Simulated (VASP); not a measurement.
# SiO2 (Cristobalite) (P4_12_12) in VASP: single point with PBE+D3(BJ)

Aim: the single point of SiO2 (Cristobalite) with PBE+D3(BJ).

Everything below comes from runs of VASP 6.6.1. Logs are shortened: lines on timing, memory, paths and dates and some standing lists are left out, and cuts for length are marked.

### 1 The cell of the first run

It takes space group P4_12_12 (No. 92, tetragonal). Conventional cell: a = 4.944 Å, b = 4.944 Å, c = 6.816 Å, α = 90.00°, β = 90.00°, γ = 90.00°. Si (site symmetry 2) has 4 O at 1.63 Å within 2.2 Å. Within 2.2 Å of O (site symmetry 1) lie 2 Si at 1.63 Å.

### 2 Single point, PBE+D3(BJ)

Contents of INCAR:

```
PREC = Accurate ; ENCUT = 520
EDIFF = 1E-6 ; ISMEAR = 0
SIGMA = 0.02 ; LREAL = F
LASPH = T ; NELM = 80
ALGO = Normal ; ISIF = 2
LWAVE = F ; LCHARG = F
GGA = PE ; IVDW = 12
NBANDS = 44
```

Contents of KPOINTS:

```
regular mesh
0
Gamma
  6 6 4
```

Contents of POSCAR:

```
SiO2
1.0
    4.9436196635      0.0000000000      0.0000000000
    0.0000000000      4.9436196635      0.0000000000
    0.0000000000      0.0000000000      6.8157575638
Si O
4 8
Direct
    0.3096383717      0.3096383717      0.0000000000
    0.1903616283      0.8096383717      0.2500000000
    0.6903616283      0.6903616283      0.5000000000
    0.8096383717      0.1903616283      0.7500000000
    0.2348208336      0.1245739104      0.1896968475
    0.3754260896      0.7348208336      0.4396968475
    0.7651791664      0.8754260896      0.6896968475
    0.6245739104      0.2651791664      0.9396968475
    0.7348208336      0.3754260896      0.5603031525
    0.8754260896      0.7651791664      0.3103031525
    0.2651791664      0.6245739104      0.0603031525
    0.1245739104      0.2348208336      0.8103031525
```

Potentials or basis: VASP PAW PBE potentials, release 64 (Si, O).

Launch:

```
$ cat potpaw_PBE.64/Si/POTCAR potpaw_PBE.64/O/POTCAR > POTCAR
$ mpirun -np 1 vasp_std > vasp.out
```

OUTCAR:

```text
PREC = Accurate
   ENCUT = 520
   EDIFF = 1E-6
   ISMEAR = 0
   LREAL = F
   LASPH = T
   NELM = 80
   ISIF = 2
   GGA = PE
   IVDW = 12
 IVDW          = 12

 ion  position               nearest neighbor table
   1  0.310  0.310  0.000-   8 1.63  11 1.63   5 1.63  12 1.63   2 3.06   4 3.06   2 3.06   4 3.06

   2  0.190  0.810  0.250-   5 1.63  10 1.63   6 1.63  11 1.63   1 3.06   3 3.06   1 3.06   3 3.06

   3  0.690  0.690  0.500-   6 1.63   9 1.63   7 1.63  10 1.63   2 3.06   4 3.06   4 3.06   2 3.06

   4  0.810  0.190  0.750-   7 1.63  12 1.63   9 1.63   8 1.63   1 3.06   3 3.06   3 3.06   1 3.06

   5  0.235  0.125  0.190-   2 1.63   1 1.63
   6  0.375  0.735  0.440-   3 1.63   2 1.63
   7  0.765  0.875  0.690-   4 1.63   3 1.63
   8  0.625  0.265  0.940-   1 1.63   4 1.63
   9  0.735  0.375  0.560-   3 1.63   4 1.63
  10  0.875  0.765  0.310-   2 1.63   3 1.63
  11  0.265  0.625  0.060-   1 1.63   2 1.63
  12  0.125  0.235  0.810-   4 1.63   1 1.63

  LATTYP: Found a simple tetragonal cell.
 ALAT       =     4.9436196635
 C/A-ratio  =     1.3786978020

  Lattice vectors:

 A1 = (   4.9436196635,   0.0000000000,   0.0000000000)
 A2 = (   0.0000000000,   4.9436196635,   0.0000000000)
 A3 = (   0.0000000000,   0.0000000000,   6.8157575638)

Analysis of symmetry for initial positions (statically):
=====================================================================
 Subroutine PRICEL returns:
 Original cell was already a primitive cell.

 Routine SETGRP: Setting up the symmetry group for a
 simple tetragonal supercell.

 Subroutine GETGRP returns: Found  8 space group operations
 (whereof  2 operations were pure point group operations)
 out of a pool of 16 trial point group operations.

The static configuration has the point symmetry C_2 .
 The point group associated with its full space group is D_4 .

Analysis of symmetry for dynamics (positions and initial velocities):
=====================================================================
 Subroutine PRICEL returns:
 Original cell was already a primitive cell.

 Routine SETGRP: Setting up the symmetry group for a
 simple tetragonal supercell.

 Subroutine GETGRP returns: Found  8 space group operations
 (whereof  2 operations were pure point group operations)
 out of a pool of 16 trial point group operations.

The dynamic configuration has the point symmetry C_2 .
 The point group associated with its full space group is D_4 .

 Subroutine INISYM returns: Found  8 space group operations
 (whereof  2 operations are pure point group operations),
 and found     1 'primitive' translations

----------------------------------------------------------------------------------------

                                     Primitive cell

  volume of cell :     166.5729

  direct lattice vectors                    reciprocal lattice vectors
     4.943619663  0.000000000  0.000000000     0.202280933  0.000000000  0.000000000
     0.000000000  4.943619663  0.000000000     0.000000000  0.202280933  0.000000000
     0.000000000  0.000000000  6.815757564     0.000000000  0.000000000  0.146718834

  length of vectors
     4.943619663  4.943619663  6.815757564     0.202280933  0.202280933  0.146718834

  position of ions in fractional coordinates (direct lattice)
     0.309638372  0.309638372  0.000000000
     0.190361628  0.809638372  0.250000000
     0.690361628  0.690361628  0.500000000
     0.809638372  0.190361628  0.750000000
     0.234820834  0.124573910  0.189696848
     0.375426090  0.734820834  0.439696848
     0.765179166  0.875426090  0.689696848
     0.624573910  0.265179166  0.939696848
     0.734820834  0.375426090  0.560303152
     0.875426090  0.765179166  0.310303152
     0.265179166  0.624573910  0.060303152
     0.124573910  0.234820834  0.810303152

  ion indices of the primitive-cell ions
   primitive index   ion index
                 1           1
                 2           2
                 3           3
                 4           4
                 5           5
                 6           6
                 7           7
                 8           8
                 9           9
                10          10
                11          11
                12          12

----------------------------------------------------------------------------------------

 KPOINTS: regular mesh

Automatic generation of k-mesh.
 Grid dimensions read from file:
 generate k-points for:    6    6    4

 Generating k-lattice:

  Cartesian coordinates                     Fractional coordinates (reciprocal lattice)
     0.033713489  0.000000000  0.000000000     0.166666667  0.000000000  0.000000000
     0.000000000  0.033713489  0.000000000     0.000000000  0.166666667  0.000000000
     0.000000000  0.000000000  0.036679708     0.000000000  0.000000000  0.250000000

  Length of vectors
     0.033713489  0.033713489  0.036679708

  Shift w.r.t. Gamma in fractional coordinates (k-lattice)
     0.000000000  0.000000000  0.000000000

 Subroutine IBZKPT returns following result:
 ===========================================

 Found     30 irreducible k-points:

 Following reciprocal coordinates:
            Coordinates               Weight
  0.000000  0.000000  0.000000      1.000000
  0.166667  0.000000  0.000000      4.000000
  0.333333  0.000000  0.000000      4.000000
  0.500000  0.000000  0.000000      2.000000
  0.166667  0.166667  0.000000      4.000000
  0.333333  0.166667  0.000000      8.000000
[... 16 lines left out ...]
  0.333333  0.000000  0.500000      4.000000
  0.500000  0.000000  0.500000      2.000000
 [... further k-points ...]
   k-points           NKPTS =     30   k-points in BZ     NKDIM =     30   number of bands    NBANDS=     44
   number of dos      NEDOS =    301   number of ions     NIONS =     12
   total plane-waves  NPLWV =  86400
   dimension x,y,z NGX =    40 NGY =   40 NGZ =   54
   dimension x,y,z NGXF=    80 NGYF=   80 NGZF=  108
   ions per type =               4   8
   NGX,Y,Z   is equivalent  to a cutoff of  13.45, 13.45, 13.17 a.u.
   NGXF,Y,Z  is equivalent  to a cutoff of  26.90, 26.90, 26.34 a.u.
 SYSTEM =  unknown system
   PREC   = accura    normal or accurate (medium, high low for compatibility)
   ISTART =      0    job   : 0-new  1-cont  2-samecut
   ICHARG =      2    charge: 1-file 2-atom 10-const
   ISPIN  =      1    spin polarized calculation?
   LNONCOLLINEAR =      F non collinear calculations
   LSORBIT =      F    spin-orbit coupling
   LASPH  =      T    aspherical Exc in radial PAW
   ENCUT  =  520.0 eV  38.22 Ry    6.18 a.u.   9.19  9.19 12.67*2*pi/ulx,y,z
   NELM   =     80;   NELMIN=  2; NELMDL= -5     # of ELM steps
   EDIFF  = 0.1E-05   stopping-criterion for ELM
   LREAL  =      F    real-space projection
   EDIFFG = 0.1E-04   stopping-criterion for IOM
   NSW    =      0    number of steps for IOM
   IBRION =     -1    ionic relax: 0-MD 1-quasi-New 2-CG
   NFREE  =      0    steps in history (QN), initial steepest desc. (CG)
   ISIF   =      2    stress and relaxation
   ISYM   =      2    0-nonsym 1-usesym 2-fastsym
   POTIM  = 0.5000    time-step for ionic-motion
   TEBEG  =    0.0;   TEEND  =   0.0 temperature during run
   PSTRESS=    0.0 pullay stress
   NELECT =      64.0000    total number of electrons
   NUPDOWN=      -1.0000    fix difference up-down
   EMIN   =  10.00;   EMAX   =-10.00  energy-range for DOS
   EFERMI =   0.00;   METHOD = LEGACY
   ISMEAR =     0;   SIGMA  =   0.02  broadening in eV -4-tet -1-fermi 0-gaus
   EFERMI_NEDOS =   21; number of points for ismear=-14 and -15
   IALGO  =     38    algorithm
   IMIX   =      4    mixing-type and parameters
     AMIX     =   0.40;   BMIX     =  1.00
     AMIX_MAG =   1.60;   BMIX_MAG =  1.00
  volume/ion in A,a.u.               =      13.88        93.67
  Fermi-wavevector in a.u.,A,eV,Ry     =   1.190146  2.249049 19.271924  1.416446
  Thomas-Fermi vector in A             =   2.326237
   LORBIT       =      0    0 simple, 1 ext, 2 COOP (PROOUT), +10 PAW based schemes
   GGA     = PE    functional components
   LHFCALC =     F    Hartree Fock is set to
   AEXX    =    0.0000 exact exchange contribution
   IVDW    =    12    specifies the selected vdW correction
   LEPSILON=     F    determine dielectric tensor
   LRPA    =     F    only Hartree local field effects (RPA)
 non-spin polarized calculation
 Gauss-broadening in eV      SIGMA  =   0.02
  energy-cutoff  :      520.00
  volume of cell :      166.57
 maximum number of plane-waves:      4506
 NGX is ok and might be reduce to    40
   NGX = 19   NGY = 19   NGZ = 25

 number of electron      63.9999961 magnetization

 Free energy of the ion-electron system (eV)
  ---------------------------------------------------
  ext. energy  EPLUGINS =         0.00000000
  ---------------------------------------------------
  free energy    TOTEN  =       -94.83900003 eV

  energy without entropy =      -94.83900003  energy(sigma->0) =      -94.83900003

 E-fermi :   0.4873     XC(G=0):  -8.6511

 val. band max:        0.3579839346   @ k =   0.0000   0.0000   0.0000
 cond. band min:       6.0078255807   @ k =   0.0000   0.0000   0.0000
 fundamental gap:      5.6498416461
 Fermi energy:         0.4873114007

 k-point     1 :       0.0000    0.0000    0.0000
  band No.  band energies     occupation
      1     -19.0261      2.00000
      2     -18.1187      2.00000
      3     -18.1187      2.00000
      4     -16.9858      2.00000
      5     -16.9253      2.00000
      6     -16.9239      2.00000
[... 36 lines left out ...]
     43      11.8536      0.00000
     44      12.1663      0.00000
[... 1040 lines left out ...]
      4     -17.6026      2.00000
      5     -16.9835      2.00000
      6     -16.9835      2.00000
[... 36 lines left out ...]
     43      11.7154      0.00000
     44      11.7997      0.00000

 [... further k-points ...]

------------------------ aborting loop because EDIFF is reached ----------------------------------------

 Edisp (eV)   -1.51430

 E8    (eV) :    -0.5065

  FORCE on cell =-STRESS in cart. coord.  units (eV):
  Direction    XX          YY          ZZ          XY          YZ          ZX
  --------------------------------------------------------------------------------------
  -------------------------------------------------------------------------------------
  Total       0.17816     0.17816     0.10742     0.00000     0.00000     0.00000
  in kB       1.71368     1.71368     1.03324     0.00000     0.00000     0.00000
  external pressure =        1.49 kB  Pullay stress =        0.00 kB

 VOLUME and BASIS-vectors are now :
 -----------------------------------------------------------------------------
  energy-cutoff  :      520.00
  volume of cell :      166.57
      direct lattice vectors                 reciprocal lattice vectors
     4.943619663  0.000000000  0.000000000     0.202280933  0.000000000  0.000000000
     0.000000000  4.943619663  0.000000000     0.000000000  0.202280933  0.000000000
     0.000000000  0.000000000  6.815757564     0.000000000  0.000000000  0.146718834

 POSITION                                       TOTAL-FORCE (eV/Angst)
 -----------------------------------------------------------------------------------
      1.53073      1.53073      0.00000         0.015232      0.015232     -0.000000
      0.94108      4.00254      1.70394        -0.015232      0.015232     -0.000000
      3.41289      3.41289      3.40788        -0.015232     -0.015232     -0.000000
      4.00254      0.94108      5.11182         0.015232     -0.015232     -0.000000
      1.16086      0.61585      1.29293         0.001257      0.005456     -0.004576
      1.85596      3.63267      2.99687        -0.005456      0.001257     -0.004576
      3.78275      4.32777      4.70081        -0.001257     -0.005456     -0.004576
      3.08766      1.31094      6.40475         0.005456     -0.001257     -0.004576
      3.63267      1.85596      3.81889         0.001257     -0.005456      0.004576
      4.32777      3.78275      2.11495        -0.005456     -0.001257      0.004576
      1.31094      3.08766      0.41101        -0.001257      0.005456      0.004576
      0.61585      1.16086      5.52283         0.005456      0.001257      0.004576
 -----------------------------------------------------------------------------------
    total drift:                               -0.000000      0.000000      0.000000

  FREE ENERGIE OF THE ION-ELECTRON SYSTEM (eV)
  ---------------------------------------------------
  free  energy   TOTEN  =       -96.3533044456 eV

  energy  without entropy=      -96.3533044456  energy(sigma->0) =      -96.35330445
```

It took 2.5 min on 1 thread of Intel Xeon Platinum 8488C (Sapphire Rapids), shared host; peak memory 0.36 GiB.

Results:

| Property | Result |
| --- | --- |
| Free energy | -96.3533 eV |
| Pressure | 0.1 GPa |
| Largest force | 0.022 eV/Å |
| Band gap on the k mesh | 5.65 eV, direct |
| Dispersion energy per atom | -0.126 eV |

Forces in eV/Å, atoms in the order of the input:
```
Si   0.015  0.015  0.000
Si  -0.015  0.015  0.000
Si  -0.015 -0.015  0.000
Si   0.015 -0.015  0.000
O    0.001  0.005 -0.005
O   -0.005  0.001 -0.005
O   -0.001 -0.005 -0.005
O    0.005 -0.001 -0.005
O    0.001 -0.005  0.005
O   -0.005 -0.001  0.005
O   -0.001  0.005  0.005
O    0.005  0.001  0.005
```

A k mesh can miss the band edges. As with any semilocal functional, this PBE gap is likely too small.
